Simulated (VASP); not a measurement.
# Co (Im-3m) in VASP: notebook

The runs below take Co through single point, with RPBE.

Program: VASP 6.6.1. These are calculated values, not measurements. Logs are shortened: lines on timing, memory, paths and dates and some standing lists are left out, and cuts for length are marked.

## 1. The cell of the first run

It takes space group Im-3m (No. 229, cubic). Conventional cell: a = 2.721 Å, b = 2.721 Å, c = 2.721 Å, α = 90.00°, β = 90.00°, γ = 90.00°. Co (site symmetry m-3m) has 14 Co at 2.36 to 2.72 Å within 3.1 Å.

This isn't the form of Co at room conditions, which is hcp.

## 2. Single point, RPBE, collinear spin, ferromagnetic start (10.08 Å³/atom)

Contents of INCAR:

```
SYSTEM = Co
  ALGO = Normal
  EDIFF = 1E-7
  ENCUT = 520
  GGA = RP
  ISIF = 2
  ISMEAR = -1
  ISPIN = 2
  LASPH = .True.
  LCHARG = .True.
  LELF = .True.
  LMAXMIX = 4
  LORBIT = 11
  LREAL = .False.
  LVHAR = .True.
  LWAVE = .False.
  MAGMOM = 1.88
  NBANDS = 14
  NELM = 150
  PREC = Accurate
  SIGMA = 0.05
```

Contents of KPOINTS:

```
k-points
0
Gamma
  17 17 17
  0 0 0
```

Contents of POSCAR:

```
Co
1.0
   -1.3606697645      1.3606697645      1.3606697645
    1.3606697645     -1.3606697645      1.3606697645
    1.3606697645      1.3606697645     -1.3606697645
Co
1
Direct
    0.0000000000      0.0000000000      0.0000000000
```

Potentials or basis: VASP PAW PBE potentials, release 64 (Co).

Launch:

```console
cat potpaw_PBE.64/Co/POTCAR > POTCAR
mpirun -np 1 vasp_std > vasp.out
```

OUTCAR:

```text
SYSTEM = Co
   EDIFF = 1E-7
   ENCUT = 520
   GGA = RP
   ISIF = 2
   ISMEAR = -1
   ISPIN = 2
   LASPH = .True.
   LORBIT = 11
   LREAL = .False.
   NELM = 150
   PREC = Accurate

 ion  position               nearest neighbor table
   1  0.000  0.000  0.000-

  LATTYP: Found a body centered cubic cell.
 ALAT       =     2.7213395290

  Lattice vectors:

 A1 = (  -1.3606697645,   1.3606697645,   1.3606697645)
 A2 = (   1.3606697645,  -1.3606697645,   1.3606697645)
 A3 = (   1.3606697645,   1.3606697645,  -1.3606697645)

Analysis of symmetry for initial positions (statically):
=====================================================================
 Subroutine PRICEL returns:
 Original cell was already a primitive cell.

 Routine SETGRP: Setting up the symmetry group for a
 body centered cubic supercell.

 Subroutine GETGRP returns: Found 48 space group operations
 (whereof 48 operations were pure point group operations)
 out of a pool of 48 trial point group operations.

The static configuration has the point symmetry O_h .

Analysis of symmetry for dynamics (positions and initial velocities):
=====================================================================
 Subroutine PRICEL returns:
 Original cell was already a primitive cell.

 Routine SETGRP: Setting up the symmetry group for a
 body centered cubic supercell.

 Subroutine GETGRP returns: Found 48 space group operations
 (whereof 48 operations were pure point group operations)
 out of a pool of 48 trial point group operations.

The dynamic configuration has the point symmetry O_h .

Analysis of structural, dynamic, and magnetic symmetry:
=====================================================================
 Subroutine PRICEL returns:
 Original cell was already a primitive cell.

 Routine SETGRP: Setting up the symmetry group for a
 body centered cubic supercell.

 Subroutine GETGRP returns: Found 48 space group operations
 (whereof 48 operations were pure point group operations)
 out of a pool of 48 trial point group operations.

The overall configuration has the point symmetry O_h .

 Subroutine INISYM returns: Found 48 space group operations
 (whereof 48 operations are pure point group operations),
 and found     1 'primitive' translations

----------------------------------------------------------------------------------------

                                     Primitive cell

  volume of cell :      10.0767

  direct lattice vectors                    reciprocal lattice vectors
    -1.360669765  1.360669765  1.360669765     0.000000000  0.367466091  0.367466091
     1.360669765 -1.360669765  1.360669765     0.367466091  0.000000000  0.367466091
     1.360669765  1.360669765 -1.360669765     0.367466091  0.367466091  0.000000000

  length of vectors
     2.356749164  2.356749164  2.356749164     0.519675530  0.519675530  0.519675530

  position of ions in fractional coordinates (direct lattice)
     0.000000000  0.000000000  0.000000000

  ion indices of the primitive-cell ions
   primitive index   ion index
                 1           1

----------------------------------------------------------------------------------------

 KPOINTS: k-points

Automatic generation of k-mesh.
 Grid dimensions read from file:
 generate k-points for:   17   17   17

 Generating k-lattice:

  Cartesian coordinates                     Fractional coordinates (reciprocal lattice)
     0.000000000  0.021615652  0.021615652     0.058823529  0.000000000  0.000000000
     0.021615652  0.000000000  0.021615652     0.000000000  0.058823529  0.000000000
     0.021615652  0.021615652  0.000000000     0.000000000  0.000000000  0.058823529

  Length of vectors
     0.030569149  0.030569149  0.030569149

  Shift w.r.t. Gamma in fractional coordinates (k-lattice)
     0.000000000  0.000000000  0.000000000

 Subroutine IBZKPT returns following result:
 ===========================================

 Found    165 irreducible k-points:

 Following reciprocal coordinates:
            Coordinates               Weight
  0.000000  0.000000  0.000000      1.000000
  0.058824  0.000000  0.000000     12.000000
  0.117647  0.000000  0.000000     12.000000
  0.176471  0.000000  0.000000     12.000000
  0.235294  0.000000  0.000000     12.000000
  0.294118  0.000000  0.000000     12.000000
[... 16 lines left out ...]
  0.411765  0.117647  0.000000     48.000000
  0.176471  0.176471  0.000000     24.000000
 [... further k-points ...]
   k-points           NKPTS =    165   k-points in BZ     NKDIM =    165   number of bands    NBANDS=     14
   number of dos      NEDOS =    301   number of ions     NIONS =      1
   total plane-waves  NPLWV =   5832
   dimension x,y,z NGX =    18 NGY =   18 NGZ =   18
   dimension x,y,z NGXF=    36 NGYF=   36 NGZF=   36
   ions per type =               1
   NGX,Y,Z   is equivalent  to a cutoff of  12.70, 12.70, 12.70 a.u.
   NGXF,Y,Z  is equivalent  to a cutoff of  25.39, 25.39, 25.39 a.u.
 SYSTEM =  Co
   PREC   = accura    normal or accurate (medium, high low for compatibility)
   ISTART =      0    job   : 0-new  1-cont  2-samecut
   ICHARG =      2    charge: 1-file 2-atom 10-const
   ISPIN  =      2    spin polarized calculation?
   LNONCOLLINEAR =      F non collinear calculations
   LSORBIT =      F    spin-orbit coupling
   LASPH  =      T    aspherical Exc in radial PAW
   ENCUT  =  520.0 eV  38.22 Ry    6.18 a.u.   4.38  4.38  4.38*2*pi/ulx,y,z
   NELM   =    150;   NELMIN=  2; NELMDL= -5     # of ELM steps
   EDIFF  = 0.1E-06   stopping-criterion for ELM
   LREAL  =      F    real-space projection
   EDIFFG = 0.1E-05   stopping-criterion for IOM
   NSW    =      0    number of steps for IOM
   IBRION =     -1    ionic relax: 0-MD 1-quasi-New 2-CG
   NFREE  =      0    steps in history (QN), initial steepest desc. (CG)
   ISIF   =      2    stress and relaxation
   ISYM   =      2    0-nonsym 1-usesym 2-fastsym
   POTIM  = 0.5000    time-step for ionic-motion
   TEBEG  =    0.0;   TEEND  =   0.0 temperature during run
   PSTRESS=    0.0 pullay stress
   NELECT =       9.0000    total number of electrons
   NUPDOWN=      -1.0000    fix difference up-down
   EMIN   =  10.00;   EMAX   =-10.00  energy-range for DOS
   EFERMI =   0.00;   METHOD = LEGACY
   ISMEAR =    -1;   SIGMA  =   0.05  broadening in eV -4-tet -1-fermi 0-gaus
   EFERMI_NEDOS =   21; number of points for ismear=-14 and -15
   IALGO  =     38    algorithm
   IMIX   =      4    mixing-type and parameters
     AMIX     =   0.40;   BMIX     =  1.00
     AMIX_MAG =   1.60;   BMIX_MAG =  1.00
  volume/ion in A,a.u.               =      10.08        68.00
  Fermi-wavevector in a.u.,A,eV,Ry     =   1.576581  2.979306 33.818742  2.485607
  Thomas-Fermi vector in A             =   2.677392
   LORBIT       =     11    0 simple, 1 ext, 2 COOP (PROOUT), +10 PAW based schemes
   GGA     = RP    functional components
   LHFCALC =     F    Hartree Fock is set to
   AEXX    =    0.0000 exact exchange contribution
   IVDW    =     0    specifies the selected vdW correction
   LEPSILON=     F    determine dielectric tensor
   LRPA    =     F    only Hartree local field effects (RPA)
 spin polarized calculation
  energy-cutoff  :      520.00
  volume of cell :       10.08
 maximum number of plane-waves:       279
 NGX is ok and might be reduce to    18
   NGX =  9   NGY =  9   NGZ =  9

 number of electron       8.9999995 magnetization       1.7015252

 Free energy of the ion-electron system (eV)
  ---------------------------------------------------
  ext. energy  EPLUGINS =         0.00000000
  ---------------------------------------------------
  free energy    TOTEN  =        -6.33867071 eV

  energy without entropy =       -6.32673875  energy(sigma->0) =       -6.33270473

 E-fermi :  11.8606     XC(G=0): -13.7414

 val. band max:       11.8558901123   @ k =  -0.4118  -0.4118   0.1176
 cond. band min:      11.8667604278   @ k =   0.2353   0.2353   0.0000
 fundamental gap:      0.0108703154
 Fermi energy:        11.8605753685

 spin component 1

 k-point     1 :       0.0000    0.0000    0.0000
  band No.  band energies     occupation
      1       2.1332      1.00000
      2       8.6339      1.00000
      3       8.6339      1.00000
      4       8.6339      1.00000
      5       9.8972      1.00000
      6       9.8972      1.00000
      7      37.9829      0.00000
      8      37.9829      0.00000
      9      37.9829      0.00000
     10      43.8090      0.00000
     11      43.8090      0.00000
     12      46.5098      0.00000
     13      46.5099      0.00000
     14      46.5099      0.00000
[... 375 lines left out ...]
 k-point    24 :       0.1765    0.1765    0.0000
  band No.  band energies     occupation
      1       5.5421      1.00000
      2       7.9405      1.00000
      3       8.1150      1.00000
      4       9.6307      1.00000
      5      10.1290      1.00000
      6      10.8247      1.00000
      7      27.5975      0.00000
      8      28.7229      0.00000
      9      34.6292      0.00000
     10      38.8567      0.00000
     11      42.8372      0.00000
     12      46.4935      0.00000
     13      47.6890      0.00000
     14      50.3013      0.00000

 [... further k-points ...]

 spin component 2

 k-point     1 :       0.0000    0.0000    0.0000
  band No.  band energies     occupation
      1       2.1522      1.00000
      2      10.1741      1.00000
      3      10.1741      1.00000
      4      10.1741      1.00000
      5      12.2164      0.00081
      6      12.2164      0.00081
      7      37.7012      0.00000
      8      37.7012      0.00000
      9      37.7012      0.00000
     10      43.8504      0.00000
     11      43.8504      0.00000
     12      46.8560      0.00000
     13      46.8560      0.00000
     14      46.8560      0.00000
[... 375 lines left out ...]
 k-point    24 :       0.1765    0.1765    0.0000
  band No.  band energies     occupation
      1       5.7411      1.00000
      2       9.4054      1.00000
      3       9.4802      1.00000
      4      11.7383      0.92030
      5      12.2747      0.00025
      6      12.5826      0.00000
      7      28.0128      0.00000
      8      29.0870      0.00000
      9      34.9828      0.00000
     10      38.8184      0.00000
     11      43.0615      0.00000
     12      46.7157      0.00000
     13      49.9340      0.00000
     14      52.1428      0.00000

 [... further k-points ...]

------------------------ aborting loop because EDIFF is reached ----------------------------------------

  FORCE on cell =-STRESS in cart. coord.  units (eV):
  Direction    XX          YY          ZZ          XY          YZ          ZX
  --------------------------------------------------------------------------------------
  -------------------------------------------------------------------------------------
  Total        1.9038110      1.9038110      1.9038110      0.0000000      0.0000000     -0.0000000
  in kB      302.7026420    302.7026420    302.7026420      0.0000000      0.0000000     -0.0000000
  external PRESSURE =     302.7026420 kB  Pullay stress =       0.0000000 kB

 VOLUME and BASIS-vectors are now :
 -----------------------------------------------------------------------------
  energy-cutoff  :      520.00
  volume of cell :       10.08
      direct lattice vectors                 reciprocal lattice vectors
    -1.360669765  1.360669765  1.360669765     0.000000000  0.367466091  0.367466091
     1.360669765 -1.360669765  1.360669765     0.367466091  0.000000000  0.367466091
     1.360669765  1.360669765 -1.360669765     0.367466091  0.367466091  0.000000000

 POSITION                                       TOTAL-FORCE (eV/Angst)
 -----------------------------------------------------------------------------------
      0.00000      0.00000      0.00000         0.000000     -0.000000      0.000000
 -----------------------------------------------------------------------------------
    total drift:                                0.000000      0.000000      0.000000

  FREE ENERGIE OF THE ION-ELECTRON SYSTEM (eV)
  ---------------------------------------------------
  free  energy   TOTEN  =        -6.3386707101 eV

  energy  without entropy=       -6.3267387462  energy(sigma->0) =       -6.33270473

 total charge

# of ion       s       p       d       tot
------------------------------------------
    1        0.524   0.603   7.297   8.424

 magnetization (x)

# of ion       s       p       d       tot
------------------------------------------
    1       -0.006  -0.052   1.765   1.708
```

It took 86 s on 1 thread of Intel Xeon 8259CL, shared host; peak memory 0.15 GiB.

Results:

| Quantity | Value |
| --- | --- |
| Free energy | -6.3387 eV |
| Pressure | 30.3 GPa |
| Net moment | 1.70 μB per cell |
| Site moments | Co +1.71 μB |
| Valence electrons inside the program's atomic spheres | Co 8.42 |

Caveat: the cell stands under pressure; the PAW data sets were made with another functional, which shifts forces and pressure a little.

## 3. Single point, RPBE, collinear spin, ferromagnetic start (10.53 Å³/atom)

This run uses another cell than the first one, of 10.53 Å³/atom.

Contents of INCAR:

```
ALGO = Normal
EDIFF = 1E-6
ENCUT = 520
GGA = RP
ISIF = 2
ISMEAR = -1
ISPIN = 2
LASPH = True
LCHARG = False
LMAXMIX = 4
LORBIT = 11
LREAL = False
LWAVE = False
MAGMOM = 1.88
NBANDS = 14
NELM = 150
PREC = Accurate
SIGMA = 0.05
```

Contents of KPOINTS:

```
k-points
0
Gamma
  17 17 17
```

Contents of POSCAR:

```
Co
1.0
   -1.3809812630      1.3809812630      1.3809812630
    1.3809812630     -1.3809812630      1.3809812630
    1.3809812630      1.3809812630     -1.3809812630
Co
1
Direct
    0.0000000000      0.0000000000      0.0000000000
```

Potentials or basis: VASP PAW PBE potentials, release 64 (Co).

Launch:

```console
cat potpaw_PBE.64/Co/POTCAR > POTCAR
mpirun -np 1 vasp_std > vasp.out
```

Run time: 88 s. Hardware: 1 thread of Intel Xeon 8259CL, shared host; peak memory 0.16 GiB.

Results (log left out):

```yaml
Free_energy: -6.4063 eV
Pressure: 17.5 GPa
Net_moment: 1.73 μB per cell
Site_moments: Co +1.75 μB
Valence_electrons_inside_the_program's_atomic_spheres: Co 8.33
```

Levels at points of the mesh, in eV from the Fermi level:
Spin up:
```
           k point  band 3  band 4  band 5  band 6  band 7  band 8
(0.00, 0.00, 0.00)   -3.16   -3.16   -2.01   -2.01   25.67   25.67
```
Spin down:
```csv
k point,band 1,band 2,band 3,band 4,band 5,band 6,band 7,band 8
"(0.00, 0.00, 0.00)",-9.45,-1.59,-1.59,-1.59,0.37,0.37,25.37,25.37
```

Caveat: the cell stands under pressure; the PAW data sets were made with another functional, which shifts forces and pressure a little.
